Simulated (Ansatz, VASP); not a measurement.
**Ge3Pd: VASP beside Ansatz**

```
Ge Pd
1.0
     5.27368    0.00000    0.00000
    -2.63684    4.56714    0.00000
     0.00000    0.00000    3.16636
Ge Pd
3 1
Cartesian
  2.0526 0.0000 1.5832
  -1.0263 1.7776 1.5832
  1.6105 2.7895 1.5832
  0.0000 0.0000 0.0000
```

Alike in both runs: functional PBE; k mesh 6 × 6 × 4; occupations gaussian, width 0.1 eV; no spin polarisation.

Ansatz relaxed the structure, and its values are those at the end. VASP's run is a single point on that final structure, the one shown.

|  | VASP | Ansatz |
| --- | --- | --- |
| version | VASP 6.6.1 | Ansatz 0.2.0 |
| potentials or method | VASP PAW PBE potentials, release 64 (Ge_d, Pd), cutoff 520 eV | scalar-relativistic, plane waves, PAW |
| valence electrons in the cell | 52 | 60 |

VASP gave:

| Item | Value |
| --- | --- |
| gap on the k mesh at the Fermi level (eV) | none |
| pressure (GPa) | 0.0 |
| rms of the force components (eV/Å) | 0.006 |

Question: Estimate Ansatz's values.

Answer: gap on the k mesh at the Fermi level (eV): none; pressure (GPa): 0.0; rms of the force components (eV/Å): 0.011.

A gap of «none» marks a metal or a gap that the smearing closes. The functional is the same, so the differences come from potentials, cutoffs and numerics. VASP's potentials hold 52 valence electrons a cell and Ansatz's 60, so a difference there can come from the potentials and not from the codes.

The k mesh is coarse, so the values compare programs but aren't converged.
